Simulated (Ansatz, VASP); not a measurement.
# AgRh in VASP and in Ansatz

Contents of INCAR:

```
  PREC = Accurate
  ENCUT = 520
  EDIFF = 1E-6
  ISMEAR = 1
  SIGMA = 0.1
  LREAL = False
  LASPH = True
  NELM = 60
  ALGO = Normal
  ISIF = 2
  LWAVE = False
  LCHARG = False
  GGA = B5
  ALDAX = 1.0
  AGGAX = 1.0
  AGGAC = 1.0
  ALDAC = 0.0
  NBANDS = 20
```

Contents of KPOINTS:

```
regular mesh
0
Gamma
  11 11 6
```

File POSCAR:

```
AgRh
1.0
    2.7208868163      0.0000000000      0.0000000000
   -1.3604434081      2.3563571037      0.0000000000
    0.0000000000      0.0000000000      4.7104397215
Ag Rh
1 1
Direct
    0.0000000000      0.0000000000      0.5000000000
    0.6666666667      0.3333333333      0.0000000000
```

Contents of input.yaml:

```yaml
crystal:
  lattice:
    - [2.7208868163, 0.0, 0.0]
    - [-1.3604434081, 2.3563571037, 0.0]
    - [0.0, 0.0, 4.7104397215]
  atoms:
    - { symbol: Ag, position: [0.0, 0.0, 0.5] }
    - { symbol: Rh, position: [0.6666666667, 0.3333333333, 0.0] }
kpoints:
  mp_grid: { grid: [11, 11, 6] }
scf:
  occupations: { method: methfessel_paxton, width: 0.1 }
hamiltonian:
  xc: blyp
  pseudopotentials: { kind: all_electron, lapw: { basis_error: 0.001 } }
output:
  forces: true
  stress: true
  eigenvalues: true
```

Change from the starting cell: volume scaled by 0.94.

Alike in both runs: task single point; functional BLYP; k mesh 11 × 11 × 6; occupations methfessel-paxton of order 1, width 0.1 eV; no spin polarisation.

|  | VASP | Ansatz |
| --- | --- | --- |
| version | VASP 6.6.1 | Ansatz 0.2.0 |
| potentials or method | VASP PAW PBE potentials, release 64 (Ag, Rh_pv), cutoff 520 eV | all-electron LAPW, scalar-relativistic |

|  | VASP | Ansatz | Ansatz less VASP |
| --- | --- | --- | --- |
| gap on the k mesh at the Fermi level (eV) | none | none | - |
| pressure (GPa) | 19.2 | 18.8 | -0.37 |
| traceless stress, the component that is largest in VASP (GPa) | -1.77 | -1.72 | +0.052 |

VASP's potentials were made for PBE, not for BLYP. A gap of «none» marks a metal or a gap that the smearing closes. Ansatz ran all-electron here, and VASP with PAW potentials.
